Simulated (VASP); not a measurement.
Input of a VASP 6.6.1 run:

Contents of INCAR:

```
SYSTEM = SiO2
PREC = Accurate ; ENCUT = 520
EDIFF = 1E-6 ; ISMEAR = 0
SIGMA = 0.05 ; LREAL = .False.
LASPH = .True. ; NELM = 60
ALGO = Normal ; ISIF = 2
LWAVE = .False. ; LCHARG = .False.
GGA = PE ; NBANDS = 25
```

The input KPOINTS:

```
Automatic mesh
0
Gamma
  6 6 8
  0 0 0
```

POSCAR

```
SiO2
1.0
    4.2994000000      0.0000000000      0.0000000000
    0.0000000000      4.2994000000      0.0000000000
    0.0000000000      0.0000000000      2.3670000000
Si O
2 4
Direct
    0.5000000000      0.5000000000      0.5000000000
    0.0000000000      0.0000000000      0.0000000000
    0.6930127928      0.6930127928      0.0000000000
    0.1930127928      0.8069872072      0.5000000000
    0.3069872072      0.3069872072      0.0000000000
    0.8069872072      0.1930127928      0.5000000000
```

Potentials or basis: VASP PAW PBE potentials, release 64 (Si, O).

Run with:

```bash
$ cat potpaw_PBE.64/Si/POTCAR potpaw_PBE.64/O/POTCAR > POTCAR
$ mpirun -np 1 vasp_std > vasp.out
```

(1) What does it give for the largest force?

(2) Predict the band gap on the k mesh.

(3) What does it give for the pressure?

Results:

(1) 0.281 eV/Å.

(2) 6.85 eV, direct.

(3) 50.7 GPa.
